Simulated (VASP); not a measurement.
Set up this calculation in VASP 6.6.1, as the native input.

```yaml
Task: relaxation of shape and atoms at fixed volume
Functional: PBEsol
Potentials_or_basis: VASP PAW PBE potentials, release 64 (Zr_sv, Tl_d)
Cutoff: 600 eV
k_mesh: 8 × 8 × 8
Occupations: gaussian, width 0.05 eV
Spin: no spin polarisation
Dipole_correction: no
Further_INCAR_settings: ALGO = Normal; EDIFF = 1e-07; IBRION = 2; EDIFFG = -0.01; NSW = 60; ISIF = 4
```

The structure of ZrTl2 lies in POSCAR:

```
ZrTl2
1.0
    5.1612489430      0.0000000000      0.0000000000
   -2.5806244715      4.4697726999      0.0000000000
    0.0000000000      0.0000000000      3.1115512699
Zr Tl
1 2
Direct
    0.0000000000      0.0000000000      0.0000000000
    0.3333333333      0.6666666667      0.5000000000
    0.6666666667      0.3333333333      0.5000000000
```

One way to write it, as run:

INCAR

```
SYSTEM = ZrTl2
PREC = Accurate
ENCUT = 600
EDIFF = 1E-7
ISMEAR = 0
SIGMA = 0.05
LREAL = .False.
LASPH = .True.
NELM = 100
ALGO = Normal
ISIF = 4
LWAVE = .False.
LCHARG = .False.
GGA = PS
IBRION = 2
NSW = 60
EDIFFG = -0.01
```

KPOINTS

```
regular mesh
0
Gamma
  8 8 8
  0 0 0
```

Potentials or basis: VASP PAW PBE potentials, release 64 (Zr_sv, Tl_d).

The run is started by

```console
$ cat potpaw_PBE.64/Zr_sv/POTCAR potpaw_PBE.64/Tl_d/POTCAR > POTCAR
$ mpirun -np 1 vasp_std > vasp.out
```

It gave:

The energy gained by relaxing is 0.0 meV/atom. The ionic steps are 2, the pressure after relaxing is -1.3 GPa and the band gap on the k mesh is zero (bands 19 and 20 overlap by 0.94 eV).

Caveat: the PAW data sets were made with another functional, which shifts forces and pressure a little; spin-orbit coupling is left out, which moves the levels of the heavy elements.

It took 82 s on 1 thread of Intel(R) Xeon(R) 6975P-C (Granite Rapids), on a shared host, peak memory 0.28 GiB.
